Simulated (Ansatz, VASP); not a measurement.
# BiTe: VASP beside Ansatz

The input INCAR:

```
SYSTEM = BiTe
PREC = Accurate ; ENCUT = 520
EDIFF = 1E-6 ; ISMEAR = -1
SIGMA = 0.05 ; LREAL = .False.
LASPH = .True. ; NELM = 100
ALGO = Normal ; ISIF = 2
LWAVE = .False. ; LCHARG = .True.
GGA = CA ; LELF = .True.
LVHAR = .True. ; NBANDS = 18
```

File KPOINTS:

```
Automatic mesh
0
Gamma
  7 7 7
  0 0 0
```

The input POSCAR:

```
BiTe
1.0
    2.4702239101      1.4261844395      3.3823534125
   -2.4702239101      1.4261844395      3.3823534125
    0.0000000000     -2.8523688790      3.3823534125
Bi Te
1 1
Direct
    0.5000000000      0.5000000000      0.5000000000
    0.0000000000      0.0000000000      0.0000000000
```

input.yaml

```yaml
crystal:
  lattice:
    - [2.4702239101, 1.4261844395, 3.3823534125]
    - [-2.4702239101, 1.4261844395, 3.3823534125]
    - [0.0, -2.852368879, 3.3823534125]
  atoms:
    - { symbol: Bi, position: [0.5, 0.5, 0.5] }
    - { symbol: Te, position: [0.0, 0.0, 0.0] }
hamiltonian:
  xc: lda
  pseudopotentials: { kind: paw }
kpoints:
  mp_grid: { grid: [7, 7, 7] }
scf:
  occupations: { method: fermi_dirac, width: 0.05 }
output:
  forces: true
  stress: true
  eigenvalues: true
  write_density: true
  write_potential: true
  elf: true
  volumetric_format: npy
```

Alike in both runs: task single point; functional LDA; k mesh 7 × 7 × 7; occupations fermi-dirac, width 0.05 eV; no spin polarisation.

|  | VASP | Ansatz |
| --- | --- | --- |
| version | VASP 6.6.1 | Ansatz 0.2.0 |
| potentials or method | VASP PAW LDA potentials, release 64 (Bi_d, Te) | Ansatz PAW |
| plane-wave cutoff (eV) | 520 | 420 |
| valence electrons in the cell | 21 | 31 |

```csv
,VASP,Ansatz,Ansatz less VASP
gap on the k mesh at the Fermi level (eV),none,none,-
pressure (GPa),-5.5,-5.5,-0.01
"traceless stress, the component that is largest in VASP (GPa)",0.80,0.82,+0.024
```

LDA's correlation is that of Perdew and Zunger in VASP and of Perdew and Wang (1992) in Ansatz. A gap of «none» marks a metal or a gap that the smearing closes. VASP's potentials hold 21 valence electrons a cell and Ansatz's 31, so a difference there can come from the potentials and not from the codes.

Spin-orbit coupling is off throughout.
